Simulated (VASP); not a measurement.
Al: single point with PBE

Crystal: Al.

```
CELL_PARAMETERS angstrom
0.00000 6.07443 6.07443
4.04962 0.00000 4.04962
4.04962 4.04962 0.00000
ATOMIC_POSITIONS crystal
Al 0.00000 0.00000 0.00000
Al 0.00000 0.00000 0.50000
Al 0.00000 0.50000 0.00000
Al 0.00000 0.50000 0.50000
Al 0.33333 0.00000 0.00000
Al 0.33333 0.00000 0.50000
Al 0.33333 0.50000 0.00000
Al 0.33333 0.50000 0.50000
Al 0.66667 0.00000 0.00000
Al 0.66667 0.00000 0.50000
Al 0.66667 0.50000 0.00000
Al 0.66667 0.50000 0.50000
```

```yaml
Program: VASP 6.6.1
Task: single point
Functional: PBE
Potentials_or_basis: VASP PAW PBE potentials, release 64 (Al)
Cutoff: 500 eV
k_mesh: 2 × 3 × 3
Occupations: fermi-dirac, width 0.1 eV
Spin: no spin polarisation
```

| Item | Value |
| --- | --- |
| Pressure | -0.2 GPa |
| Band gap on the k mesh | zero (bands 18 and 19 overlap by 3.30 eV) |

Levels at points of the mesh, in eV from the Fermi level:
| k point | band 15 | band 16 | band 17 | band 18 | band 19 | band 20 | band 21 | band 22 |
| --- | --- | --- | --- | --- | --- | --- | --- | --- |
| (0.00, 0.00, 0.00) | -2.63 | -2.63 | -1.91 | 0.19 | 0.19 | 0.73 | 0.73 | 0.73 |
| (0.50, 0.00, 0.00) | -2.63 | -2.63 | -2.63 | -2.63 | -1.91 | -1.91 | 0.73 | 0.73 |

Run time: 43 s on 1 thread of Intel(R) Xeon(R) Platinum 8259CL CPU @ 2.50GHz (Skylake/Cascade Lake), with other jobs on the host, peak memory 0.31 GiB.

Caveat: the k points lie up to 0.45 Å⁻¹ apart, too coarse for converged energies and pressures of a metal.
